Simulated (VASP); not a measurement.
# ZnF2 (P4_2/mnm) in VASP: notebook

ZnF2 is run at these levels: LDA; tasks: single point.

All numbers are computed with VASP 6.6.1; they aren't measurements. Logs are shortened: lines on timing, memory, paths and dates and some standing lists are left out, and cuts for length are marked.

**1. The cell of the first run**

The structure is tetragonal, space group P4_2/mnm (No. 136). The conventional cell has a = 4.631 Å, b = 4.631 Å, c = 3.088 Å, α = 90.00°, β = 90.00°, γ = 90.00°. Zn (site symmetry mmm) has 6 F at 1.99 to 2.01 Å within 2.6 Å. F (site symmetry m2m) has 3 Zn at 1.99 to 2.01 Å and 1 F at 2.58 Å within 2.6 Å.

**2. Single point, LDA**

Input file INCAR:

```
SYSTEM = ZnF2
PREC = Accurate
ENCUT = 600
EDIFF = 1E-6
ISMEAR = 0
SIGMA = 0.01
LREAL = .False.
LASPH = .True.
NELM = 120
ALGO = Normal
ISIF = 2
LWAVE = .False.
LCHARG = .False.
NBANDS = 35
GGA_COMPAT = .False.
```

Input file KPOINTS:

```
regular mesh
0
Gamma
  4 4 6
  0 0 0
```

Input file POSCAR:

```
ZnF2
1.0
    4.6305912559      0.0000000000      0.0000000000
    0.0000000000      4.6305912559      0.0000000000
    0.0000000000      0.0000000000      3.0880767054
Zn F
2 4
Direct
    0.0000000000      0.0000000000      0.0000000000
    0.5000000000      0.5000000000      0.5000000000
    0.3032745163      0.3032745163      0.0000000000
    0.1967254837      0.8032745163      0.5000000000
    0.6967254837      0.6967254837      0.0000000000
    0.8032745163      0.1967254837      0.5000000000
```

Potentials or basis: VASP PAW LDA potentials, release 64 (Zn, F).

On the command line:

```
$ cat potpaw_LDA.64/Zn/POTCAR potpaw_LDA.64/F/POTCAR > POTCAR
$ mpirun -np 1 vasp_std > vasp.out
```

OUTCAR:

```text
SYSTEM = ZnF2
   PREC = Accurate
   ENCUT = 600
   EDIFF = 1E-6
   ISMEAR = 0
   LREAL = .False.
   LASPH = .True.
   NELM = 120
   ISIF = 2

 ion  position               nearest neighbor table
   1  0.000  0.000  0.000-   3 1.99   5 1.99   4 2.01   6 2.01   4 2.01   6 2.01
   2  0.500  0.500  0.500-   4 1.99   6 1.99   5 2.01   3 2.01   3 2.01   5 2.01
   3  0.303  0.303  0.000-   1 1.99   2 2.01   2 2.01
   4  0.197  0.803  0.500-   2 1.99   1 2.01   1 2.01
   5  0.697  0.697  0.000-   1 1.99   2 2.01   2 2.01
   6  0.803  0.197  0.500-   2 1.99   1 2.01   1 2.01

  LATTYP: Found a simple tetragonal cell.
 ALAT       =     4.6305912559
 C/A-ratio  =     0.6668860486

  Lattice vectors:

 A1 = (   4.6305912559,   0.0000000000,   0.0000000000)
 A2 = (   0.0000000000,   4.6305912559,   0.0000000000)
 A3 = (   0.0000000000,   0.0000000000,   3.0880767054)

Analysis of symmetry for initial positions (statically):
=====================================================================
 Subroutine PRICEL returns:
 Original cell was already a primitive cell.

 Routine SETGRP: Setting up the symmetry group for a
 simple tetragonal supercell.

 Subroutine GETGRP returns: Found 16 space group operations
 (whereof  8 operations were pure point group operations)
 out of a pool of 16 trial point group operations.

The static configuration has the point symmetry D_2h.
 The point group associated with its full space group is D_4h.

Analysis of symmetry for dynamics (positions and initial velocities):
=====================================================================
 Subroutine PRICEL returns:
 Original cell was already a primitive cell.

 Routine SETGRP: Setting up the symmetry group for a
 simple tetragonal supercell.

 Subroutine GETGRP returns: Found 16 space group operations
 (whereof  8 operations were pure point group operations)
 out of a pool of 16 trial point group operations.

The dynamic configuration has the point symmetry D_2h.
 The point group associated with its full space group is D_4h.

 Subroutine INISYM returns: Found 16 space group operations
 (whereof  8 operations are pure point group operations),
 and found     1 'primitive' translations

----------------------------------------------------------------------------------------

                                     Primitive cell

  volume of cell :      66.2157

  direct lattice vectors                    reciprocal lattice vectors
     4.630591256  0.000000000  0.000000000     0.215955144  0.000000000  0.000000000
     0.000000000  4.630591256  0.000000000     0.000000000  0.215955144  0.000000000
     0.000000000  0.000000000  3.088076705     0.000000000  0.000000000  0.323826153

  length of vectors
     4.630591256  4.630591256  3.088076705     0.215955144  0.215955144  0.323826153

  position of ions in fractional coordinates (direct lattice)
     0.000000000  0.000000000  0.000000000
     0.500000000  0.500000000  0.500000000
     0.303274516  0.303274516  0.000000000
     0.196725484  0.803274516  0.500000000
     0.696725484  0.696725484  0.000000000
     0.803274516  0.196725484  0.500000000

  ion indices of the primitive-cell ions
   primitive index   ion index
                 1           1
                 2           2
                 3           3
                 4           4
                 5           5
                 6           6

----------------------------------------------------------------------------------------

 KPOINTS: regular mesh

Automatic generation of k-mesh.
 Grid dimensions read from file:
 generate k-points for:    4    4    6

 Generating k-lattice:

  Cartesian coordinates                     Fractional coordinates (reciprocal lattice)
     0.053988786  0.000000000  0.000000000     0.250000000  0.000000000  0.000000000
     0.000000000  0.053988786  0.000000000     0.000000000  0.250000000  0.000000000
     0.000000000  0.000000000  0.053971026     0.000000000  0.000000000  0.166666667

  Length of vectors
     0.053988786  0.053988786  0.053971026

  Shift w.r.t. Gamma in fractional coordinates (k-lattice)
     0.000000000  0.000000000  0.000000000

 Subroutine IBZKPT returns following result:
 ===========================================

 Found     24 irreducible k-points:

 Following reciprocal coordinates:
            Coordinates               Weight
  0.000000  0.000000  0.000000      1.000000
  0.250000  0.000000  0.000000      4.000000
  0.500000  0.000000  0.000000      2.000000
  0.250000  0.250000  0.000000      4.000000
  0.500000  0.250000  0.000000      4.000000
  0.500000  0.500000  0.000000      1.000000
[... 16 lines left out ...]
  0.500000  0.250000  0.500000      4.000000
  0.500000  0.500000  0.500000      1.000000
   k-points           NKPTS =     24   k-points in BZ     NKDIM =     24   number of bands    NBANDS=     35
   number of dos      NEDOS =    301   number of ions     NIONS =      6
   total plane-waves  NPLWV =  44800
   dimension x,y,z NGX =    40 NGY =   40 NGZ =   28
   dimension x,y,z NGXF=    80 NGYF=   80 NGZF=   56
   ions per type =               2   4
   NGX,Y,Z   is equivalent  to a cutoff of  14.36, 14.36, 15.07 a.u.
   NGXF,Y,Z  is equivalent  to a cutoff of  28.72, 28.72, 30.15 a.u.
 SYSTEM =  ZnF2
   PREC   = accura    normal or accurate (medium, high low for compatibility)
   ISTART =      0    job   : 0-new  1-cont  2-samecut
   ICHARG =      2    charge: 1-file 2-atom 10-const
   ISPIN  =      1    spin polarized calculation?
   LNONCOLLINEAR =      F non collinear calculations
   LSORBIT =      F    spin-orbit coupling
   LASPH  =      T    aspherical Exc in radial PAW
   ENCUT  =  600.0 eV  44.10 Ry    6.64 a.u.   9.25  9.25  6.17*2*pi/ulx,y,z
   NELM   =    120;   NELMIN=  2; NELMDL= -5     # of ELM steps
   EDIFF  = 0.1E-05   stopping-criterion for ELM
   LREAL  =      F    real-space projection
   EDIFFG = 0.1E-04   stopping-criterion for IOM
   NSW    =      0    number of steps for IOM
   IBRION =     -1    ionic relax: 0-MD 1-quasi-New 2-CG
   NFREE  =      0    steps in history (QN), initial steepest desc. (CG)
   ISIF   =      2    stress and relaxation
   ISYM   =      2    0-nonsym 1-usesym 2-fastsym
   POTIM  = 0.5000    time-step for ionic-motion
   TEBEG  =    0.0;   TEEND  =   0.0 temperature during run
   PSTRESS=    0.0 pullay stress
   NELECT =      52.0000    total number of electrons
   NUPDOWN=      -1.0000    fix difference up-down
   EMIN   =  10.00;   EMAX   =-10.00  energy-range for DOS
   EFERMI =   0.00;   METHOD = LEGACY
   ISMEAR =     0;   SIGMA  =   0.01  broadening in eV -4-tet -1-fermi 0-gaus
   EFERMI_NEDOS =   21; number of points for ismear=-14 and -15
   IALGO  =     38    algorithm
   IMIX   =      4    mixing-type and parameters
     AMIX     =   0.40;   BMIX     =  1.00
     AMIX_MAG =   1.60;   BMIX_MAG =  1.00
  volume/ion in A,a.u.               =      11.04        74.47
  Fermi-wavevector in a.u.,A,eV,Ry     =   1.510389  2.854222 31.038650  2.281276
  Thomas-Fermi vector in A             =   2.620586
   LORBIT       =      0    0 simple, 1 ext, 2 COOP (PROOUT), +10 PAW based schemes
   GGA     = CA    functional components
   LHFCALC =     F    Hartree Fock is set to
   AEXX    =    0.0000 exact exchange contribution
   IVDW    =     0    specifies the selected vdW correction
   LEPSILON=     F    determine dielectric tensor
   LRPA    =     F    only Hartree local field effects (RPA)
 non-spin polarized calculation
 Gauss-broadening in eV      SIGMA  =   0.01
  energy-cutoff  :      600.00
  volume of cell :       66.22
 maximum number of plane-waves:      2240
 NGX is ok and might be reduce to    40
   NGX = 19   NGY = 19   NGZ = 13

 number of electron      52.0000013 magnetization

 Free energy of the ion-electron system (eV)
  ---------------------------------------------------
  ext. energy  EPLUGINS =         0.00000000
  ---------------------------------------------------
  free energy    TOTEN  =       -27.04250555 eV

  energy without entropy =      -27.04250555  energy(sigma->0) =      -27.04250555

 E-fermi :  -0.8835     XC(G=0): -11.2555

 val. band max:       -1.0139206946   @ k =   0.0000   0.0000   0.0000
 cond. band min:       2.3885539572   @ k =   0.0000   0.0000   0.0000
 fundamental gap:      3.4024746518
 Fermi energy:        -0.8835187416

 k-point     1 :       0.0000    0.0000    0.0000
  band No.  band energies     occupation
      1     -22.9378      2.00000
      2     -22.0053      2.00000
      3     -22.0053      2.00000
      4     -21.9686      2.00000
      5      -7.8251      2.00000
      6      -6.8144      2.00000
[... 27 lines left out ...]
     34      14.0118      0.00000
     35      14.0118      0.00000

 k-point     2 :       0.2500    0.0000    0.0000
  band No.  band energies     occupation
      1     -22.8263      2.00000
      2     -22.2130      2.00000
      3     -21.9831      2.00000
      4     -21.9120      2.00000
      5      -7.5087      2.00000
      6      -6.7320      2.00000
[... 27 lines left out ...]
     34      14.6821      0.00000
     35      14.8074      0.00000

 k-point     3 :       0.5000    0.0000    0.0000
  band No.  band energies     occupation
      1     -22.5407      2.00000
      2     -22.5407      2.00000
      3     -21.9352      2.00000
      4     -21.9352      2.00000
      5      -6.8528      2.00000
      6      -6.8528      2.00000
[... 27 lines left out ...]
     34      14.3567      0.00000
     35      15.6504      0.00000
[... 723 lines left out ...]
 k-point    23 :       0.5000    0.2500    0.5000
  band No.  band energies     occupation
      1     -22.2002      2.00000
      2     -22.2002      2.00000
      3     -22.0105      2.00000
      4     -22.0105      2.00000
      5      -6.9045      2.00000
      6      -6.9045      2.00000
[... 27 lines left out ...]
     34      12.3933      0.00000
     35      15.0162      0.00000

 k-point    24 :       0.5000    0.5000    0.5000
  band No.  band energies     occupation
      1     -22.2075      2.00000
      2     -22.2075      2.00000
      3     -21.9991      2.00000
      4     -21.9991      2.00000
      5      -7.0695      2.00000
      6      -7.0695      2.00000
[... 27 lines left out ...]
     34      11.4671      0.00000
     35      15.9644      0.00000

------------------------ aborting loop because EDIFF is reached ----------------------------------------

  FORCE on cell =-STRESS in cart. coord.  units (eV):
  Direction    XX          YY          ZZ          XY          YZ          ZX
  --------------------------------------------------------------------------------------
  -------------------------------------------------------------------------------------
  Total        0.2078958      0.2078958      0.3574591      0.0000000      0.0000000      0.0000000
  in kB        5.0303166      5.0303166      8.6492008      0.0000000      0.0000000      0.0000000
  external PRESSURE =       6.2366114 kB  Pullay stress =       0.0000000 kB

 VOLUME and BASIS-vectors are now :
 -----------------------------------------------------------------------------
  energy-cutoff  :      600.00
  volume of cell :       66.22
      direct lattice vectors                 reciprocal lattice vectors
     4.630591256  0.000000000  0.000000000     0.215955144  0.000000000  0.000000000
     0.000000000  4.630591256  0.000000000     0.000000000  0.215955144  0.000000000
     0.000000000  0.000000000  3.088076705     0.000000000  0.000000000  0.323826153

 POSITION                                       TOTAL-FORCE (eV/Angst)
 -----------------------------------------------------------------------------------
      0.00000      0.00000      0.00000         0.000000      0.000000     -0.000000
      2.31530      2.31530      1.54404         0.000000      0.000000     -0.000000
      1.40434      1.40434      0.00000        -0.008969     -0.008969      0.000000
      0.91096      3.71964      1.54404         0.008969     -0.008969     -0.000000
      3.22625      3.22625      0.00000         0.008969      0.008969     -0.000000
      3.71964      0.91096      1.54404        -0.008969      0.008969     -0.000000
 -----------------------------------------------------------------------------------
    total drift:                                0.000000     -0.000000     -0.000000

  FREE ENERGIE OF THE ION-ELECTRON SYSTEM (eV)
  ---------------------------------------------------
  free  energy   TOTEN  =       -27.0425055477 eV

  energy  without entropy=      -27.0425055477  energy(sigma->0) =      -27.04250555
```

Wall time 1.7 min (1 thread of Intel Xeon 8259CL, shared host); peak memory 0.2 GiB.

Results:

```
Free energy            : -27.0425 eV
Pressure               : 0.6 GPa
Largest force          : 0.013 eV/Å
Band gap on the k mesh : 3.40 eV
```

Forces on the atoms (eV/Å):
```
Zn   0.000  0.000  0.000
Zn   0.000  0.000  0.000
F   -0.009 -0.009  0.000
F    0.009 -0.009  0.000
F    0.009  0.009  0.000
F   -0.009  0.009  0.000
```

**3. Single point, LDA**

INCAR: that of step 2 with these lines changed.

```diff
@@ -13,2 +13,3 @@
 LCHARG = .False.
+GGA = CA
 NBANDS = 35
```

Input file KPOINTS:

```
Automatic mesh
0
Gamma
  4 4 6
  0 0 0
```

POSCAR is that of step 2.

Potentials or basis: VASP PAW LDA potentials, release 64 (Zn, F).

On the command line:

```
$ cat potpaw_LDA.64/Zn/POTCAR potpaw_LDA.64/F/POTCAR > POTCAR
$ mpirun -np 1 vasp_std > vasp.out
```

OUTCAR:

```text
SYSTEM = ZnF2
   PREC = Accurate
   ENCUT = 600
   EDIFF = 1E-6
   ISMEAR = 0
   LREAL = .False.
   LASPH = .True.
   NELM = 120
   ISIF = 2
   GGA = CA

 ion  position               nearest neighbor table
   1  0.000  0.000  0.000-   3 1.99   5 1.99   4 2.01   6 2.01   4 2.01   6 2.01
   2  0.500  0.500  0.500-   4 1.99   6 1.99   5 2.01   3 2.01   3 2.01   5 2.01
   3  0.303  0.303  0.000-   1 1.99   2 2.01   2 2.01
   4  0.197  0.803  0.500-   2 1.99   1 2.01   1 2.01
   5  0.697  0.697  0.000-   1 1.99   2 2.01   2 2.01
   6  0.803  0.197  0.500-   2 1.99   1 2.01   1 2.01

  LATTYP: Found a simple tetragonal cell.
 ALAT       =     4.6305912559
 C/A-ratio  =     0.6668860486

  Lattice vectors:

 A1 = (   4.6305912559,   0.0000000000,   0.0000000000)
 A2 = (   0.0000000000,   4.6305912559,   0.0000000000)
 A3 = (   0.0000000000,   0.0000000000,   3.0880767054)

Analysis of symmetry for initial positions (statically):
=====================================================================
 Subroutine PRICEL returns:
 Original cell was already a primitive cell.
[... 183 lines left out ...]
 cond. band min:       2.3885539572   @ k =   0.0000   0.0000   0.0000
 fundamental gap:      3.4024746518
 Fermi energy:        -0.8835187416

 k-point     1 :       0.0000    0.0000    0.0000
  band No.  band energies     occupation
      1     -22.9378      2.00000
      2     -22.0053      2.00000
      3     -22.0053      2.00000
      4     -21.9686      2.00000
      5      -7.8251      2.00000
      6      -6.8144      2.00000
[... 901 lines left out ...]
     34      11.4671      0.00000
     35      15.9644      0.00000

------------------------ aborting loop because EDIFF is reached ----------------------------------------

  FORCE on cell =-STRESS in cart. coord.  units (eV):
  Direction    XX          YY          ZZ          XY          YZ          ZX
  --------------------------------------------------------------------------------------
  -------------------------------------------------------------------------------------
  Total        0.2078958      0.2078958      0.3574591      0.0000000      0.0000000      0.0000000
  in kB        5.0303166      5.0303166      8.6492008      0.0000000      0.0000000      0.0000000
  external PRESSURE =       6.2366114 kB  Pullay stress =       0.0000000 kB

 VOLUME and BASIS-vectors are now :
 -----------------------------------------------------------------------------
  energy-cutoff  :      600.00
  volume of cell :       66.22
      direct lattice vectors                 reciprocal lattice vectors
     4.630591256  0.000000000  0.000000000     0.215955144  0.000000000  0.000000000
     0.000000000  4.630591256  0.000000000     0.000000000  0.215955144  0.000000000
     0.000000000  0.000000000  3.088076705     0.000000000  0.000000000  0.323826153

 POSITION                                       TOTAL-FORCE (eV/Angst)
 -----------------------------------------------------------------------------------
      0.00000      0.00000      0.00000         0.000000      0.000000     -0.000000
      2.31530      2.31530      1.54404         0.000000      0.000000     -0.000000
      1.40434      1.40434      0.00000        -0.008969     -0.008969      0.000000
      0.91096      3.71964      1.54404         0.008969     -0.008969     -0.000000
      3.22625      3.22625      0.00000         0.008969      0.008969     -0.000000
      3.71964      0.91096      1.54404        -0.008969      0.008969     -0.000000
 -----------------------------------------------------------------------------------
    total drift:                                0.000000     -0.000000     -0.000000

  FREE ENERGIE OF THE ION-ELECTRON SYSTEM (eV)
  ---------------------------------------------------
  free  energy   TOTEN  =       -27.0425055477 eV

  energy  without entropy=      -27.0425055477  energy(sigma->0) =      -27.04250555
```

stdout:

```text
POSCAR found type information on POSCAR ZnF
 POSCAR found :  2 types and       6 ions
 scaLAPACK will be used
 LDA part: xc-table for (Slater(with rela. corr.)+CA(PZ))
 , standard interpolation
 POSCAR, INCAR and KPOINTS ok, starting setup
 FFT: planning ... GRIDC
 FFT: planning ... GRID_SOFT
 FFT: planning ... GRID
 WAVECAR not read
 entering main loop
```

Wall time 88 s (1 thread of Intel Xeon 8259CL, shared host); peak memory 0.2 GiB.

Results:

```
Free energy            : -27.0425 eV
Pressure               : 0.6 GPa
Largest force          : 0.013 eV/Å
Band gap on the k mesh : 3.40 eV
```

Forces in eV/Å, atoms in the order of the input:
```
Zn   0.000  0.000  0.000
Zn   0.000  0.000  0.000
F   -0.009 -0.009  0.000
F    0.009 -0.009  0.000
F    0.009  0.009  0.000
F   -0.009  0.009  0.000
```

Stress tensor (GPa, compression positive):
```
0.50 0.00 0.00
0.00 0.50 0.00
0.00 0.00 0.86
```

**4. Single point, LDA**

Input file INCAR:

```
  PREC = Accurate
  ENCUT = 600
  EDIFF = 1E-6
  ISMEAR = 0
  SIGMA = 0.01
  LREAL = F
  LASPH = T
  NELM = 120
  ALGO = Normal
  ISIF = 2
  LWAVE = F
  LCHARG = F
  NBANDS = 35
  GGA_COMPAT = F
```

Input file KPOINTS:

```
Automatic mesh
0
Gamma
  4 4 6
  0.5 0.5 0.5
```

POSCAR is that of step 3.

On the command line:

```
$ cat potpaw_LDA.64/Zn/POTCAR potpaw_LDA.64/F/POTCAR > POTCAR
$ mpirun -np 1 vasp_std > vasp.out
```

Run time: 38 s. Hardware: 1 thread of Intel Xeon 8259CL, shared host; peak memory 0.17 GiB.

Results (log left out):

- Free energy: -27.0429 eV
- Pressure: 0.6 GPa
- Largest force: 0.013 eV/Å
- Band gap on the k mesh: 4.18 eV

Forces in eV/Å, atoms in the order of the input:
```
Zn   0.000  0.000  0.000
Zn   0.000  0.000  0.000
F   -0.009 -0.009  0.000
F    0.009 -0.009  0.000
F    0.009  0.009  0.000
F   -0.009  0.009  0.000
```

Stress tensor (GPa, compression positive):
```
0.51 0.00 0.00
0.00 0.51 0.00
0.00 0.00 0.87
```

Levels at points of the mesh, in eV from the valence-band top:
```
           k point  band 24  band 25  band 26  band 27  band 28  band 29
(0.12, 0.12, 0.08)    -0.50    -0.40     0.00     4.18     8.77     9.61
```

Caveat: a shifted mesh leaves out Γ, where band edges can lie. A k mesh can miss the band edges.
